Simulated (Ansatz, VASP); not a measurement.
Two plane-wave programs on Ti

```
Ti
1.0
     2.95000    0.00000    0.00000
    -1.47500    2.55477    0.00000
     0.00000    0.00000    4.68600
Ti
2
Direct
  0.33333 0.66667 0.25000
  0.66667 0.33333 0.75000
```

Alike in both runs: task single point; functional PBE; k mesh 24 × 24 × 12; occupations gaussian, width 0.15 eV; no spin polarisation.

|  | VASP | Ansatz |
| --- | --- | --- |
| version | VASP 6.6.1 | Ansatz 0.2.0 |
| potentials or method | VASP PAW PBE potentials, release 64 (Ti_sv), cutoff 520 eV | scalar-relativistic, plane waves, PAW |
| valence electrons in the cell | 24 | 24 |

VASP gave:

- gap on the k mesh at the Fermi level (eV): none
- pressure (GPa): -2.1
- traceless stress, the component that is largest in VASP (GPa): -0.30

Question: Estimate Ansatz's values.

Answer: gap on the k mesh at the Fermi level (eV): none; pressure (GPa): -1.6; traceless stress, the component that is largest in VASP (GPa): -0.30.

A gap of «none» marks a metal or a gap that the smearing closes. The functional is the same, so the differences come from potentials, cutoffs and numerics.
